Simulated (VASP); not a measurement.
# CuO (C2/c) in VASP: notebook

Runs on CuO. Level: PBE. Tasks: single point.

All numbers are computed with VASP 6.6.1; they aren't measurements. Logs are shortened: lines on timing, memory, paths and dates and some standing lists are left out, and cuts for length are marked.

## Step 1: The cell of the first run

Symmetry: C2/c, No. 15, monoclinic system. Conventional cell: a = 3.969 Å, b = 3.957 Å, c = 5.406 Å, α = 90.00°, β = 90.88°, γ = 90.00°. Within 2.6 Å of Cu (site symmetry -1) lie 4 O at 1.94 to 1.96 Å. Within 2.9 Å of O (site symmetry 2) lie 4 Cu at 1.94 to 1.96 Å and 6 O at 2.70 to 2.80 Å.

## Step 2: Single point, PBE (strain -0.050 along x and y, +0.050 along z)

INCAR

```
ALGO = Normal
EDIFF = 1E-7
ENCUT = 520
GGA = PE
ISIF = 2
ISMEAR = 0
LASPH = True
LCHARG = False
LREAL = False
LWAVE = False
NBANDS = 25
NELM = 60
PREC = Accurate
SIGMA = 0.15
```

KPOINTS

```
k-points
0
Gamma
  16 16 10
```

POSCAR

```
CuO
1.0
    1.9773488313     -1.9782980303      0.1711135631
    1.9773488313      1.9782980303      0.1711135631
   -0.3833556372      0.0000000000      5.3920375990
Cu O
2 2
Direct
    0.0000000000      0.5000000000      0.0000000000
    0.5000000000      0.0000000000      0.5000000000
    0.5000828497      0.4999171503      0.2500000000
    0.4999171503      0.5000828497      0.7500000000
```

Potentials or basis: VASP PAW PBE potentials, release 64 (Cu, O).

Run with:

```sh
> cat potpaw_PBE.64/Cu/POTCAR potpaw_PBE.64/O/POTCAR > POTCAR
> mpirun -np 1 vasp_std > vasp.out
```

OUTCAR:

```text
EDIFF = 1E-7
   ENCUT = 520
   GGA = PE
   ISIF = 2
   ISMEAR = 0
   LASPH = True
   LREAL = False
   NELM = 60
   PREC = Accurate

 ion  position               nearest neighbor table
   1  0.000  0.500  0.000-   3 1.94   4 1.94   3 1.96   4 1.96
   2  0.500  0.000  0.500-   3 1.94   4 1.94   4 1.96   3 1.96
   3  0.500  0.500  0.250-   1 1.94   2 1.94   2 1.96   1 1.96
   4  0.500  0.500  0.750-   1 1.94   2 1.94   1 1.96   2 1.96

  LATTYP: Found a base centered monoclinic cell.
 ALAT       =     3.9694776745
 B/A-ratio  =     0.9967548340
 C/A-ratio  =     1.3618033679
 COS(beta)  =    -0.0153440226

  Lattice vectors:

 A1 = (  -1.9773488313,   1.9782980303,  -0.1711135631)
 A2 = (  -1.9773488313,  -1.9782980303,  -0.1711135631)
 A3 = (  -0.3833556372,   0.0000000000,   5.3920375990)

Analysis of symmetry for initial positions (statically):
=====================================================================
 Subroutine PRICEL returns:
 Original cell was already a primitive cell.

 Routine SETGRP: Setting up the symmetry group for a
 base centered monoclinic supercell.

 Subroutine GETGRP returns: Found  4 space group operations
 (whereof  2 operations were pure point group operations)
 out of a pool of  4 trial point group operations.

The static configuration has the point symmetry S_2 .
 The point group associated with its full space group is C_2h.

Analysis of symmetry for dynamics (positions and initial velocities):
=====================================================================
 Subroutine PRICEL returns:
 Original cell was already a primitive cell.

 Routine SETGRP: Setting up the symmetry group for a
 base centered monoclinic supercell.

 Subroutine GETGRP returns: Found  4 space group operations
 (whereof  2 operations were pure point group operations)
 out of a pool of  4 trial point group operations.

The dynamic configuration has the point symmetry S_2 .
 The point group associated with its full space group is C_2h.

 Subroutine INISYM returns: Found  4 space group operations
 (whereof  2 operations are pure point group operations),
 and found     1 'primitive' translations

----------------------------------------------------------------------------------------

                                     Primitive cell

  volume of cell :      42.4445

  direct lattice vectors                    reciprocal lattice vectors
     1.977348831 -1.978298030  0.171113563     0.251317605 -0.252742505  0.017867832
     1.977348831  1.978298030  0.171113563     0.251317605  0.252742505  0.017867832
    -0.383355637  0.000000000  5.392037599    -0.015950872  0.000000000  0.184324594

  length of vectors
     2.802293944  2.802293944  5.405648066     0.356873327  0.356873327  0.185013476

  position of ions in fractional coordinates (direct lattice)
     0.000000000  0.500000000  0.000000000
     0.500000000  0.000000000  0.500000000
     0.500082850  0.499917150  0.250000000
     0.499917150  0.500082850  0.750000000

  ion indices of the primitive-cell ions
   primitive index   ion index
                 1           1
                 2           2
                 3           3
                 4           4

----------------------------------------------------------------------------------------

 KPOINTS: k-points

Automatic generation of k-mesh.
 Grid dimensions read from file:
 generate k-points for:   16   16   10

 Generating k-lattice:

  Cartesian coordinates                     Fractional coordinates (reciprocal lattice)
     0.015707350 -0.015796407  0.001116739     0.062500000  0.000000000 -0.000000000
     0.015707350  0.015796407  0.001116739     0.000000000  0.062500000 -0.000000000
    -0.001595087  0.000000000  0.018432459     0.000000000  0.000000000  0.100000000

  Length of vectors
     0.022304583  0.022304583  0.018501348

  Shift w.r.t. Gamma in fractional coordinates (k-lattice)
     0.000000000  0.000000000  0.000000000

 Subroutine IBZKPT returns following result:
 ===========================================

 Found    690 irreducible k-points:

 Following reciprocal coordinates:
            Coordinates               Weight
  0.000000  0.000000  0.000000      1.000000
  0.062500  0.000000 -0.000000      4.000000
  0.125000  0.000000 -0.000000      4.000000
  0.187500  0.000000 -0.000000      4.000000
  0.250000  0.000000 -0.000000      4.000000
  0.312500  0.000000 -0.000000      4.000000
[... 16 lines left out ...]
 -0.125000  0.062500  0.000000      4.000000
 -0.062500  0.062500  0.000000      2.000000
 [... further k-points ...]
   k-points           NKPTS =    690   k-points in BZ     NKDIM =    690   number of bands    NBANDS=     25
   number of dos      NEDOS =    301   number of ions     NIONS =      4
   total plane-waves  NPLWV =  23040
   dimension x,y,z NGX =    24 NGY =   24 NGZ =   40
   dimension x,y,z NGXF=    48 NGYF=   48 NGZF=   80
   ions per type =               2   2
   NGX,Y,Z   is equivalent  to a cutoff of  14.24, 14.24, 12.30 a.u.
   NGXF,Y,Z  is equivalent  to a cutoff of  28.48, 28.48, 24.60 a.u.
 SYSTEM =  unknown system
   PREC   = accura    normal or accurate (medium, high low for compatibility)
   ISTART =      0    job   : 0-new  1-cont  2-samecut
   ICHARG =      2    charge: 1-file 2-atom 10-const
   ISPIN  =      1    spin polarized calculation?
   LNONCOLLINEAR =      F non collinear calculations
   LSORBIT =      F    spin-orbit coupling
   LASPH  =      T    aspherical Exc in radial PAW
   ENCUT  =  520.0 eV  38.22 Ry    6.18 a.u.   5.21  5.21 10.05*2*pi/ulx,y,z
   NELM   =     60;   NELMIN=  2; NELMDL= -5     # of ELM steps
   EDIFF  = 0.1E-06   stopping-criterion for ELM
   LREAL  =      F    real-space projection
   EDIFFG = 0.1E-05   stopping-criterion for IOM
   NSW    =      0    number of steps for IOM
   IBRION =     -1    ionic relax: 0-MD 1-quasi-New 2-CG
   NFREE  =      0    steps in history (QN), initial steepest desc. (CG)
   ISIF   =      2    stress and relaxation
   ISYM   =      2    0-nonsym 1-usesym 2-fastsym
   POTIM  = 0.5000    time-step for ionic-motion
   TEBEG  =    0.0;   TEEND  =   0.0 temperature during run
   PSTRESS=    0.0 pullay stress
   NELECT =      34.0000    total number of electrons
   NUPDOWN=      -1.0000    fix difference up-down
   EMIN   =  10.00;   EMAX   =-10.00  energy-range for DOS
   EFERMI =   0.00;   METHOD = LEGACY
   ISMEAR =     0;   SIGMA  =   0.15  broadening in eV -4-tet -1-fermi 0-gaus
   EFERMI_NEDOS =   21; number of points for ismear=-14 and -15
   IALGO  =     38    algorithm
   IMIX   =      4    mixing-type and parameters
     AMIX     =   0.40;   BMIX     =  1.00
     AMIX_MAG =   1.60;   BMIX_MAG =  1.00
  volume/ion in A,a.u.               =      10.61        71.61
  Fermi-wavevector in a.u.,A,eV,Ry     =   1.520409  2.873157 31.451839  2.311645
  Thomas-Fermi vector in A             =   2.629264
   LORBIT       =      0    0 simple, 1 ext, 2 COOP (PROOUT), +10 PAW based schemes
   GGA     = PE    functional components
   LHFCALC =     F    Hartree Fock is set to
   AEXX    =    0.0000 exact exchange contribution
   IVDW    =     0    specifies the selected vdW correction
   LEPSILON=     F    determine dielectric tensor
   LRPA    =     F    only Hartree local field effects (RPA)
 non-spin polarized calculation
 Gauss-broadening in eV      SIGMA  =   0.15
  energy-cutoff  :      520.00
  volume of cell :       42.44
 maximum number of plane-waves:      1169
 NGX is ok and might be reduce to    24
   NGX = 11   NGY = 11   NGZ = 21

 number of electron      34.0000016 magnetization

 Free energy of the ion-electron system (eV)
  ---------------------------------------------------
  ext. energy  EPLUGINS =         0.00000000
  ---------------------------------------------------
  free energy    TOTEN  =       -19.59691895 eV

  energy without entropy =      -19.56982330  energy(sigma->0) =      -19.58337113

 E-fermi :   5.2991     XC(G=0): -11.5948

 val. band max:        5.2985705674   @ k =   0.3125   0.0625  -0.0000
 cond. band min:       5.2991511279   @ k =   0.1875   0.1250  -0.0000
 fundamental gap:      0.0005805605
 Fermi energy:         5.2990913073

 k-point     1 :       0.0000    0.0000    0.0000
  band No.  band energies     occupation
      1     -14.5741      2.00000
      2     -13.4745      2.00000
      3      -3.0311      2.00000
      4       0.0695      2.00000
      5       0.0736      2.00000
      6       1.4550      2.00000
[... 17 lines left out ...]
     24      20.5283      0.00000
     25      20.6406      0.00000

 k-point     2 :       0.0625    0.0000   -0.0000
  band No.  band energies     occupation
      1     -14.5486      2.00000
      2     -13.4634      2.00000
      3      -2.9881      2.00000
      4       0.0196      2.00000
      5       0.0835      2.00000
      6       1.3475      2.00000
[... 17 lines left out ...]
     24      20.4463      0.00000
     25      20.6681      0.00000

 k-point     3 :       0.1250    0.0000   -0.0000
  band No.  band energies     occupation
      1     -14.4747      2.00000
      2     -13.4317      2.00000
      3      -2.8636      2.00000
      4      -0.1115      2.00000
      5       0.1174      2.00000
      6       0.9063      2.00000
[... 17 lines left out ...]
     24      20.4644      0.00000
     25      20.8518      0.00000

 k-point     4 :       0.1875    0.0000   -0.0000
  band No.  band energies     occupation
      1     -14.3612      2.00000
      2     -13.3836      2.00000
      3      -2.6712      2.00000
      4      -0.2722      2.00000
      5       0.1679      2.00000
      6       0.2724      2.00000
[... 17 lines left out ...]
     24      20.6551      0.00000
     25      20.9154      0.00000
[... 477 lines left out ...]
 k-point    22 :      -0.1875    0.0625   -0.0000
  band No.  band energies     occupation
      1     -14.3363      2.00000
      2     -13.3731      2.00000
      3      -2.6281      2.00000
      4      -0.2659      2.00000
      5       0.1206      2.00000
      6       0.2783      2.00000
[... 17 lines left out ...]
     24      20.0705      0.00000
     25      20.9425      0.00000

 k-point    23 :      -0.1250    0.0625    0.0000
  band No.  band energies     occupation
      1     -14.4494      2.00000
      2     -13.4208      2.00000
      3      -2.8205      2.00000
      4      -0.1083      2.00000
      5       0.0733      2.00000
      6       0.9011      2.00000
[... 17 lines left out ...]
     24      19.9423      0.00000
     25      20.7749      0.00000

 k-point    24 :      -0.0625    0.0625    0.0000
  band No.  band energies     occupation
      1     -14.5231      2.00000
      2     -13.4524      2.00000
      3      -2.9450      2.00000
      4       0.0092      2.00000
      5       0.0533      2.00000
      6       1.2871      2.00000
[... 17 lines left out ...]
     24      20.2056      0.00000
     25      20.6100      0.00000

 [... further k-points ...]

------------------------ aborting loop because EDIFF is reached ----------------------------------------

  FORCE on cell =-STRESS in cart. coord.  units (eV):
  Direction    XX          YY          ZZ          XY          YZ          ZX
  --------------------------------------------------------------------------------------
  -------------------------------------------------------------------------------------
  Total        2.4201215      2.3985466     -0.7530324      0.0000000      0.0000000     -0.0075034
  in kB       91.3536776     90.5392769    -28.4251359      0.0000000      0.0000000     -0.2832361
  external PRESSURE =      51.1559395 kB  Pullay stress =       0.0000000 kB

 VOLUME and BASIS-vectors are now :
 -----------------------------------------------------------------------------
  energy-cutoff  :      520.00
  volume of cell :       42.44
      direct lattice vectors                 reciprocal lattice vectors
     1.977348831 -1.978298030  0.171113563     0.251317605 -0.252742505  0.017867832
     1.977348831  1.978298030  0.171113563     0.251317605  0.252742505  0.017867832
    -0.383355637  0.000000000  5.392037599    -0.015950872  0.000000000  0.184324594

 POSITION                                       TOTAL-FORCE (eV/Angst)
 -----------------------------------------------------------------------------------
      0.98867      0.98915      0.08556         0.000000      0.000000      0.000000
      0.79700     -0.98915      2.78158         0.000000     -0.000000      0.000000
      1.88151     -0.00033      1.51912        -0.000000      0.093355     -0.000000
      1.68983      0.00033      4.21514         0.000000     -0.093355     -0.000000
 -----------------------------------------------------------------------------------
    total drift:                                0.000000      0.000000     -0.000000

  FREE ENERGIE OF THE ION-ELECTRON SYSTEM (eV)
  ---------------------------------------------------
  free  energy   TOTEN  =       -19.5969189489 eV

  energy  without entropy=      -19.5698233024  energy(sigma->0) =      -19.58337113
```

Wall time 4.4 min (1 thread of Intel Xeon 6975P-C (Granite Rapids), shared host); peak memory 0.65 GiB.

Results:

* Free energy: -19.5969 eV
* Pressure: 5.1 GPa
* Largest force: 0.093 eV/Å
* Band gap on the k mesh: zero (bands 17 and 18 overlap by 1.07 eV)

Forces in eV/Å, atoms in the order of the input:
```
Cu   0.000  0.000  0.000
Cu   0.000  0.000  0.000
O    0.000  0.093  0.000
O    0.000 -0.093  0.000
```

Caveat: the cell differs from its parent crystal (strain -0.050 along x and y, +0.050 along z); the cell stands under pressure; semilocal functionals often make such compounds metallic where correlation or magnetic order opens a gap, which also shifts bond lengths.

## Step 3: Single point, PBE (strain +0.000 along x and y, -0.050 along z)

INCAR

```
SYSTEM = CuO
  PREC = Accurate
  ENCUT = 520
  EDIFF = 1E-7
  ISMEAR = 0
  SIGMA = 0.15
  LREAL = .False.
  LASPH = .True.
  NELM = 80
  ALGO = Normal
  ISIF = 2
  LWAVE = .False.
  LCHARG = .False.
  GGA = PE
  NBANDS = 25
```

KPOINTS

```
Automatic mesh
0
Gamma
  16 16 10
  0 0 0
```

POSCAR

```
CuO
1.0
    2.0814198224     -2.0824189793      0.1548170333
    2.0814198224      2.0824189793      0.1548170333
   -0.4035322497      0.0000000000      4.8785102086
Cu O
2 2
Direct
    0.0000000000      0.5000000000      0.0000000000
    0.5000000000      0.0000000000      0.5000000000
    0.5000828497      0.4999171503      0.2500000000
    0.4999171503      0.5000828497      0.7500000000
```

Potentials or basis: VASP PAW PBE potentials, release 64 (Cu, O).

Run with:

```sh
> cat potpaw_PBE.64/Cu/POTCAR potpaw_PBE.64/O/POTCAR > POTCAR
> mpirun -np 1 vasp_std > vasp.out
```

Run time: 4.2 min. Hardware: 1 thread of Intel Xeon 6975P-C (Granite Rapids), shared host; peak memory 0.64 GiB.

Results (log left out):

```
Free energy            : -19.6009 eV
Pressure               : 11.9 GPa
Largest force          : 0.069 eV/Å
Band gap on the k mesh : zero (bands 17 and 18 overlap by 1.35 eV)
```

Forces on the atoms (eV/Å):
```
Cu   0.000  0.000  0.000
Cu   0.000  0.000  0.000
O    0.000 -0.069  0.000
O    0.000  0.069  0.000
```

Stress tensor (GPa, compression positive):
```
 7.89  0.00 -0.36
 0.00  7.92  0.00
-0.36  0.00 19.85
```

Levels at points of the mesh, in eV from the Fermi level:
| k point | band 14 | band 15 | band 16 | band 17 | band 18 | band 19 | band 20 | band 21 |
| --- | --- | --- | --- | --- | --- | --- | --- | --- |
| (0.00, 0.00, 0.00) | -2.52 | -2.26 | -1.89 | 0.73 | 0.73 | 1.48 | 5.99 | 7.68 |
| (0.50, 0.00, 0.00) | -2.06 | -1.75 | -1.70 | 0.24 | 0.51 | 3.91 | 5.80 | 6.55 |
| (0.50, 0.50, 0.00) | -2.57 | -1.68 | -1.41 | -1.40 | 1.12 | 1.60 | 7.40 | 10.09 |
| (0.00, 0.00, 0.50) | -2.35 | -1.79 | -1.79 | 0.08 | 0.08 | 3.47 | 3.47 | 12.26 |
| (0.50, 0.00, 0.50) | -2.56 | -2.23 | -1.99 | -0.23 | 0.71 | 4.30 | 6.00 | 8.17 |
| (0.50, 0.50, 0.50) | -2.01 | -1.65 | -1.65 | -0.62 | -0.62 | 3.73 | 3.73 | 10.75 |

Caveat: the cell differs from its parent crystal (strain +0.000 along x and y, -0.050 along z); the cell stands under pressure; semilocal functionals often make such compounds metallic where correlation or magnetic order opens a gap, which also shifts bond lengths.
